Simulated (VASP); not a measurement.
# SrTiO3 (P6/mmm) in VASP: notebook

SrTiO3 is run at these levels: PBE; tasks: single point, relaxation of cell and atoms.

Everything below comes from runs of VASP 6.6.1. Logs are shortened: lines on timing, memory, paths and dates and some standing lists are left out, and cuts for length are marked.

## 1. The cell of the first run

Symmetry: P6/mmm, No. 191, hexagonal system. Conventional cell: a = 4.147 Å, b = 4.147 Å, c = 6.523 Å, α = 90.00°, β = 90.00°, γ = 120.00°. Sr (site symmetry 6/mmm) has 2 Ti at 3.26 Å and 12 O at 3.86 Å and 6 Sr at 4.15 Å within 4.3 Å. Within 2.7 Å of Ti (site symmetry 6/mmm) lie 6 O at 2.07 Å. Within 2.7 Å of O (site symmetry mmm) lie 4 O at 2.07 Å and 2 Ti at 2.07 Å.

The cell was generated, and may not be a known phase.

## 2. Single point, PBE, collinear spin

Contents of INCAR:

```
  PREC = Accurate
  ENCUT = 520
  EDIFF = 1E-7
  ISMEAR = 0
  SIGMA = 0.1
  LREAL = F
  LASPH = T
  NELM = 150
  ALGO = Normal
  ISIF = 2
  LWAVE = F
  LCHARG = F
  ISPIN = 2
  MAGMOM = 0 1 0 0 0
  LORBIT = 11
  LMAXMIX = 4
  GGA = PE
  NBANDS = 32
```

Contents of KPOINTS:

```
regular mesh
0
Gamma
  6 6 4
```

Contents of POSCAR:

```
SrTiO3
1.0
    4.1469102872      0.0000000000      0.0000000000
   -2.0734551436      3.5913296559      0.0000000000
    0.0000000000      0.0000000000      6.5230623246
Sr Ti O
1 1 3
Direct
    0.0000000000      0.0000000000      0.0000000000
    0.0000000000      0.0000000000      0.5000000000
    0.5000000000      0.0000000000      0.5000000000
    0.0000000000      0.5000000000      0.5000000000
    0.5000000000      0.5000000000      0.5000000000
```

Potentials or basis: VASP PAW PBE potentials, release 64 (Sr_sv, Ti_sv, O).

Command:

```bash
$ cat potpaw_PBE.64/Sr_sv/POTCAR potpaw_PBE.64/Ti_sv/POTCAR potpaw_PBE.64/O/POTCAR > POTCAR
$ mpirun -np 1 vasp_std > vasp.out
```

OUTCAR:

```text
PREC = Accurate
   ENCUT = 520
   EDIFF = 1E-7
   ISMEAR = 0
   LREAL = F
   LASPH = T
   NELM = 150
   ISIF = 2
   ISPIN = 2
   LORBIT = 11
   GGA = PE

 ion  position               nearest neighbor table
   1  0.000  0.000  0.000-   2 3.26   2 3.26
   2  0.000  0.000  0.500-   4 2.07   5 2.07   4 2.07   5 2.07   3 2.07   3 2.07   1 3.26   1 3.26

   3  0.500  0.000  0.500-   2 2.07   2 2.07
   4  0.000  0.500  0.500-   2 2.07   2 2.07
   5  0.500  0.500  0.500-   2 2.07   2 2.07

  LATTYP: Found a hexagonal cell.
 ALAT       =     4.1469102872
 C/A-ratio  =     1.5729933548

  Lattice vectors:

 A1 = (   4.1469102872,   0.0000000000,   0.0000000000)
 A2 = (  -2.0734551436,   3.5913296559,   0.0000000000)
 A3 = (   0.0000000000,   0.0000000000,   6.5230623246)

Analysis of symmetry for initial positions (statically):
=====================================================================
 Subroutine PRICEL returns:
 Original cell was already a primitive cell.

 Routine SETGRP: Setting up the symmetry group for a
 hexagonal supercell.

 Subroutine GETGRP returns: Found 24 space group operations
 (whereof 24 operations were pure point group operations)
 out of a pool of 24 trial point group operations.

The static configuration has the point symmetry D_6h.

Analysis of symmetry for dynamics (positions and initial velocities):
=====================================================================
 Subroutine PRICEL returns:
 Original cell was already a primitive cell.

 Routine SETGRP: Setting up the symmetry group for a
 hexagonal supercell.

 Subroutine GETGRP returns: Found 24 space group operations
 (whereof 24 operations were pure point group operations)
 out of a pool of 24 trial point group operations.

The dynamic configuration has the point symmetry D_6h.

Analysis of structural, dynamic, and magnetic symmetry:
=====================================================================
 Subroutine PRICEL returns:
 Original cell was already a primitive cell.

 Routine SETGRP: Setting up the symmetry group for a
 hexagonal supercell.

 Subroutine GETGRP returns: Found 24 space group operations
 (whereof 24 operations were pure point group operations)
 out of a pool of 24 trial point group operations.

The overall configuration has the point symmetry D_6h.

 Subroutine INISYM returns: Found 24 space group operations
 (whereof 24 operations are pure point group operations),
 and found     1 'primitive' translations

----------------------------------------------------------------------------------------

                                     Primitive cell

  volume of cell :      97.1475

  direct lattice vectors                    reciprocal lattice vectors
     4.146910287  0.000000000  0.000000000     0.241143389  0.139224200  0.000000000
    -2.073455144  3.591329656  0.000000000     0.000000000  0.278448401  0.000000000
     0.000000000  0.000000000  6.523062325     0.000000000  0.000000000  0.153302230

  length of vectors
     4.146910287  4.146910287  6.523062325     0.278448401  0.278448401  0.153302230

  position of ions in fractional coordinates (direct lattice)
     0.000000000  0.000000000  0.000000000
     0.000000000  0.000000000  0.500000000
     0.500000000  0.000000000  0.500000000
     0.000000000  0.500000000  0.500000000
     0.500000000  0.500000000  0.500000000

  ion indices of the primitive-cell ions
   primitive index   ion index
                 1           1
                 2           2
                 3           3
                 4           4
                 5           5

----------------------------------------------------------------------------------------

 KPOINTS: regular mesh

Automatic generation of k-mesh.
 Grid dimensions read from file:
 generate k-points for:    6    6    4

 Generating k-lattice:

  Cartesian coordinates                     Fractional coordinates (reciprocal lattice)
     0.040190565  0.023204033  0.000000000     0.166666667  0.000000000  0.000000000
     0.000000000  0.046408067  0.000000000     0.000000000  0.166666667  0.000000000
     0.000000000  0.000000000  0.038325557     0.000000000  0.000000000  0.250000000

  Length of vectors
     0.046408067  0.046408067  0.038325557

  Shift w.r.t. Gamma in fractional coordinates (k-lattice)
     0.000000000  0.000000000  0.000000000

 Subroutine IBZKPT returns following result:
 ===========================================

 Found     21 irreducible k-points:

 Following reciprocal coordinates:
            Coordinates               Weight
  0.000000  0.000000  0.000000      1.000000
  0.166667 -0.000000  0.000000      6.000000
  0.333333  0.000000  0.000000      6.000000
  0.500000 -0.000000  0.000000      3.000000
  0.166667  0.166667  0.000000      6.000000
  0.333333  0.166667  0.000000     12.000000
[... 13 lines left out ...]
  0.333333  0.166667  0.500000     12.000000
  0.333333  0.333333  0.500000      2.000000
   k-points           NKPTS =     21   k-points in BZ     NKDIM =     21   number of bands    NBANDS=     32
   number of dos      NEDOS =    301   number of ions     NIONS =      5
   total plane-waves  NPLWV =  51200
   dimension x,y,z NGX =    32 NGY =   32 NGZ =   50
   dimension x,y,z NGXF=    64 NGYF=   64 NGZF=  100
   ions per type =               1   1   3
   NGX,Y,Z   is equivalent  to a cutoff of  12.83, 12.83, 12.74 a.u.
   NGXF,Y,Z  is equivalent  to a cutoff of  25.66, 25.66, 25.49 a.u.
 SYSTEM =  unknown system
   PREC   = accura    normal or accurate (medium, high low for compatibility)
   ISTART =      0    job   : 0-new  1-cont  2-samecut
   ICHARG =      2    charge: 1-file 2-atom 10-const
   ISPIN  =      2    spin polarized calculation?
   LNONCOLLINEAR =      F non collinear calculations
   LSORBIT =      F    spin-orbit coupling
   LASPH  =      T    aspherical Exc in radial PAW
   ENCUT  =  520.0 eV  38.22 Ry    6.18 a.u.   7.71  7.71 12.13*2*pi/ulx,y,z
   NELM   =    150;   NELMIN=  2; NELMDL= -5     # of ELM steps
   EDIFF  = 0.1E-06   stopping-criterion for ELM
   LREAL  =      F    real-space projection
   EDIFFG = 0.1E-05   stopping-criterion for IOM
   NSW    =      0    number of steps for IOM
   IBRION =     -1    ionic relax: 0-MD 1-quasi-New 2-CG
   NFREE  =      0    steps in history (QN), initial steepest desc. (CG)
   ISIF   =      2    stress and relaxation
   ISYM   =      2    0-nonsym 1-usesym 2-fastsym
   POTIM  = 0.5000    time-step for ionic-motion
   TEBEG  =    0.0;   TEEND  =   0.0 temperature during run
   PSTRESS=    0.0 pullay stress
   NELECT =      40.0000    total number of electrons
   NUPDOWN=      -1.0000    fix difference up-down
   EMIN   =  10.00;   EMAX   =-10.00  energy-range for DOS
   EFERMI =   0.00;   METHOD = LEGACY
   ISMEAR =     0;   SIGMA  =   0.10  broadening in eV -4-tet -1-fermi 0-gaus
   EFERMI_NEDOS =   21; number of points for ismear=-14 and -15
   IALGO  =     38    algorithm
   IMIX   =      4    mixing-type and parameters
     AMIX     =   0.40;   BMIX     =  1.00
     AMIX_MAG =   1.60;   BMIX_MAG =  1.00
  volume/ion in A,a.u.               =      19.43       131.12
  Fermi-wavevector in a.u.,A,eV,Ry     =   1.217917  2.301529 20.181818  1.483322
  Thomas-Fermi vector in A             =   2.353221
   LORBIT       =     11    0 simple, 1 ext, 2 COOP (PROOUT), +10 PAW based schemes
   GGA     = PE    functional components
   LHFCALC =     F    Hartree Fock is set to
   AEXX    =    0.0000 exact exchange contribution
   IVDW    =     0    specifies the selected vdW correction
   LEPSILON=     F    determine dielectric tensor
   LRPA    =     F    only Hartree local field effects (RPA)
 spin polarized calculation
 Gauss-broadening in eV      SIGMA  =   0.10
  energy-cutoff  :      520.00
  volume of cell :       97.15
 maximum number of plane-waves:      2659
 NGX is ok and might be reduce to    32
   NGX = 15   NGY = 15   NGZ = 25

 number of electron      39.9999992 magnetization       0.0005668

 Free energy of the ion-electron system (eV)
  ---------------------------------------------------
  ext. energy  EPLUGINS =         0.00000000
  ---------------------------------------------------
  free energy    TOTEN  =       -27.70084828 eV

  energy without entropy =      -27.68393772  energy(sigma->0) =      -27.69239300

 E-fermi :   3.1717     XC(G=0):  -8.8926

 val. band max:        3.1108365392   @ k =   0.1667   0.1667   0.5000
 cond. band min:       3.1788815465   @ k =   0.1667   0.1667   0.0000
 fundamental gap:      0.0680450074
 Fermi energy:         3.1716715366

 spin component 1

 k-point     1 :       0.0000    0.0000    0.0000
  band No.  band energies     occupation
      1     -54.5028      1.00000
      2     -33.7262      1.00000
      3     -30.7576      1.00000
      4     -30.7576      1.00000
      5     -30.7217      1.00000
      6     -17.4243      1.00000
[... 24 lines left out ...]
     31       7.4726      0.00000
     32       7.4726      0.00000

 k-point     2 :       0.1667   -0.0000    0.0000
  band No.  band energies     occupation
      1     -54.5024      1.00000
      2     -33.7228      1.00000
      3     -30.7724      1.00000
      4     -30.7615      1.00000
      5     -30.7211      1.00000
      6     -17.2036      1.00000
[... 24 lines left out ...]
     31       7.3590      0.00000
     32       7.8467      0.00000
[... 628 lines left out ...]
     31       8.1756      0.00000
     32       8.5351      0.00000

 k-point    21 :       0.3333    0.3333    0.5000
  band No.  band energies     occupation
      1     -54.5013      1.00000
      2     -33.7116      1.00000
      3     -30.7992      1.00000
      4     -30.7992      1.00000
      5     -30.7173      1.00000
      6     -15.7893      1.00000
[... 24 lines left out ...]
     31       7.4969      0.00000
     32       9.6605      0.00000
 Fermi energy:         3.1716715366

 spin component 2

 k-point     1 :       0.0000    0.0000    0.0000
  band No.  band energies     occupation
      1     -54.5025      1.00000
      2     -33.7262      1.00000
      3     -30.7574      1.00000
      4     -30.7574      1.00000
      5     -30.7213      1.00000
      6     -17.4243      1.00000
[... 24 lines left out ...]
     31       7.4726      0.00000
     32       7.4726      0.00000

 k-point     2 :       0.1667   -0.0000    0.0000
  band No.  band energies     occupation
      1     -54.5022      1.00000
      2     -33.7228      1.00000
      3     -30.7722      1.00000
      4     -30.7613      1.00000
      5     -30.7207      1.00000
      6     -17.2036      1.00000
[... 24 lines left out ...]
     31       7.3590      0.00000
     32       7.8469      0.00000
[... 628 lines left out ...]
     31       8.1757      0.00000
     32       8.5353      0.00000

 k-point    21 :       0.3333    0.3333    0.5000
  band No.  band energies     occupation
      1     -54.5011      1.00000
      2     -33.7116      1.00000
      3     -30.7990      1.00000
      4     -30.7990      1.00000
      5     -30.7170      1.00000
      6     -15.7892      1.00000
[... 24 lines left out ...]
     31       7.4971      0.00000
     32       9.6606      0.00000

------------------------ aborting loop because EDIFF is reached ----------------------------------------

  FORCE on cell =-STRESS in cart. coord.  units (eV):
  Direction    XX          YY          ZZ          XY          YZ          ZX
  --------------------------------------------------------------------------------------
  -------------------------------------------------------------------------------------
  Total        0.0927896      0.0927896      0.0687552      0.0000000     -0.0000000      0.0000000
  in kB        1.5303065      1.5303065      1.1339260      0.0000000     -0.0000000      0.0000000
  external PRESSURE =       1.3981797 kB  Pullay stress =       0.0000000 kB

 VOLUME and BASIS-vectors are now :
 -----------------------------------------------------------------------------
  energy-cutoff  :      520.00
  volume of cell :       97.15
      direct lattice vectors                 reciprocal lattice vectors
     4.146910287  0.000000000  0.000000000     0.241143389  0.139224200  0.000000000
    -2.073455144  3.591329656  0.000000000     0.000000000  0.278448401  0.000000000
     0.000000000  0.000000000  6.523062325     0.000000000  0.000000000  0.153302230

 POSITION                                       TOTAL-FORCE (eV/Angst)
 -----------------------------------------------------------------------------------
      0.00000      0.00000      0.00000        -0.000000      0.000000      0.000000
      0.00000      0.00000      3.26153        -0.000000      0.000000      0.000000
      2.07346      0.00000      3.26153         0.000000      0.000000      0.000000
     -1.03673      1.79566      3.26153        -0.000000      0.000000      0.000000
      1.03673      1.79566      3.26153        -0.000000      0.000000      0.000000
 -----------------------------------------------------------------------------------
    total drift:                                0.000000      0.000000     -0.000000

  FREE ENERGIE OF THE ION-ELECTRON SYSTEM (eV)
  ---------------------------------------------------
  free  energy   TOTEN  =       -27.7008482788 eV

  energy  without entropy=      -27.6839377235  energy(sigma->0) =      -27.69239300

 total charge

# of ion       s       p       d       tot
------------------------------------------
    1        2.078   5.691   0.150   7.919
    2        2.190   6.149   1.802  10.141
    3        1.622   3.224   0.000   4.846
    4        1.622   3.224   0.000   4.846
    5        1.622   3.224   0.000   4.846
--------------------------------------------------
tot          9.133  21.512   1.953  32.597

 magnetization (x)

# of ion       s       p       d       tot
------------------------------------------
    1       -0.000   0.000   0.000   0.000
    2        0.000   0.000   0.000   0.000
    3       -0.000  -0.000   0.000  -0.000
    4       -0.000  -0.000   0.000  -0.000
    5       -0.000  -0.000   0.000  -0.000
--------------------------------------------------
tot          0.000  -0.000   0.000   0.000
```

It took 14 min on 1 thread of Intel Xeon Platinum 8375C at 2.90GHz (Ice Lake), shared host; peak memory 0.33 GiB.

Results:

| Item | Value |
| --- | --- |
| Free energy | -27.7008 eV |
| Pressure | 0.1 GPa |
| Band gap on the k mesh | zero (filled and empty bands overlap) |
| Net moment | 0.00 μB per cell |
| Valence electrons inside the program's atomic spheres | Sr 7.92; Ti 10.14; O 4.85 |

(Continued in part 2 of 2.)

The gap in the log of VASP goes by the Fermi energy; the results here count the filled bands.